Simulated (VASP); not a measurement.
Here is a VASP 6.6.1 calculation.

File INCAR:

```
ALGO     = Normal         # electronic algorithm
EDIFF    = 1E-6           # SCF threshold, eV
ENCUT    = 520            # plane-wave cutoff, eV
ISIF     = 2              # what is computed and relaxed
ISMEAR   = -1             # smearing method
LASPH    = True           # aspherical terms in the spheres
LCHARG   = False          # write CHGCAR
LREAL    = False          # projectors in reciprocal space
LWAVE    = False          # write WAVECAR
NBANDS   = 16             # bands
NELM     = 80             # most SCF steps
PREC     = Accurate       # precision mode
SIGMA    = 0.15           # smearing width, eV
```

The input KPOINTS:

```
k-points
0
Gamma
  14 14 14
```

File POSCAR:

```
ZrS
1.0
    0.0000000000      2.5682303306      2.5682303306
    2.5682303306      0.0000000000      2.5682303306
    2.5682303306      2.5682303306      0.0000000000
Zr S
1 1
Direct
    0.0000000000      0.0000000000      0.0000000000
    0.5000000000      0.5000000000      0.5000000000
```

Potentials or basis: VASP PAW LDA potentials, release 64 (Zr_sv, S).

Launch:

```bash
$ cat potpaw_LDA.64/Zr_sv/POTCAR potpaw_LDA.64/S/POTCAR > POTCAR
$ mpirun -np 1 vasp_std > vasp.out
```

(1) Estimate the pressure.

(2) Estimate the band gap on the k mesh.

Results:

(1) 0.3 GPa.

(2) zero (band 9 reaches 12.97 eV, above the bottom of band 10 at 9.85 eV).
